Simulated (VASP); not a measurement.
# Li4SbPt2: relaxation of cell and atoms with PBE

Li4SbPt2:

```xyz
7
Lattice="5.8563 0.0000 0.0000 -2.9282 5.0717 0.0000 0.0000 0.0000 4.2149" Properties=species:S:1:pos:R:3 pbc="T T T"
Li    2.9282    0.0000    0.0000
Li   -1.4641    2.5359    0.0000
Li    1.4641    2.5359    0.0000
Li    0.0000    0.0000    2.1075
Sb    0.0000    0.0000    0.0000
Pt    0.0000    3.3812    0.0000
Pt    2.9282    1.6906    0.0000
```

```
Program                : VASP 6.6.1
Task                   : relaxation of cell and atoms
Functional             : PBE
Potentials or basis    : VASP PAW PBE potentials, release 64 (Li_sv, Sb, Pt)
Cutoff                 : 600 eV
k mesh                 : 3 × 3 × 4
Occupations            : gaussian, width 0.1 eV
Spin                   : no spin polarisation
Dipole correction      : no
Further INCAR settings : ALGO = Normal; EDIFF = 1e-06; IBRION = 2; EDIFFG = -0.04; NSW = 90; ISIF = 3
```

The relaxed volume is 36.55 Å³/atom, the relaxed cell is a = 7.612 Å, b = 7.612 Å, c = 5.099 Å, α = 90.00°, β = 90.00°, γ = 120.00° and the space group after relaxing (to 0.05 Å) is P6/mmm (No. 191). The energy gained by relaxing is 1691.5 meV/atom, the ionic steps are 7 and the pressure after relaxing is 0.0 GPa.

Stress tensor (GPa, compression positive):
```
-0.02  0.00  0.00
 0.00 -0.02  0.00
 0.00  0.00  0.14
```

Step by step:
```
step  energy change (eV)  largest force (eV/Å)  pressure (GPa)  volume (Å³)
   1              0.0000                0.0000           49.55       125.19
   2            -11.4925                0.0000           -0.03       251.47
   3            -11.4660                0.0000            2.25       225.91
   4            -11.5296                0.0000            0.82       239.83
   5            -11.5274                0.0000            1.07       237.08
   6            -11.7350                0.0000            0.56       245.11
   7            -11.8406                0.0000            0.03       255.84
```

Final structure:
```
Li Sb Pt
1.0
     7.61197    0.00000    0.00000
    -3.80599    6.59216    0.00000
     0.00000    0.00000    5.09860
Li Sb Pt
4 1 2
Direct
  0.50000 0.00000 0.00000
  0.00000 0.50000 0.00000
  0.50000 0.50000 0.00000
  0.00000 0.00000 0.50000
  0.00000 0.00000 0.00000
  0.33333 0.66667 0.00000
  0.66667 0.33333 0.00000
```

Levels at points of the mesh, in eV from the Fermi level:
| k point | band 16 | band 17 | band 18 | band 19 | band 20 | band 21 |
| --- | --- | --- | --- | --- | --- | --- |
| (0.00, 0.00, 0.00) | -0.33 | -0.33 | -0.27 | -0.14 | -0.14 | 2.93 |
| (0.00, 0.00, 0.50) | -0.38 | -0.04 | 0.09 | 0.09 | 0.12 | 2.19 |

Wall time 3.2 min on 1 thread of Intel(R) Xeon(R) Platinum 8488C (Sapphire Rapids), with other jobs on the host, peak memory 0.3 GiB.

Caveat: the k points lie up to 0.32 Å⁻¹ apart in the final cell; the cutoff is under 1.25 times the usual one of these potentials, so pressure, stress and relaxed cells hold a basis-set (Pulay) error; the volume moved by over 15 % at a fixed basis, so the end points are rough; spin-orbit coupling is left out, which moves the levels of the heavy elements.
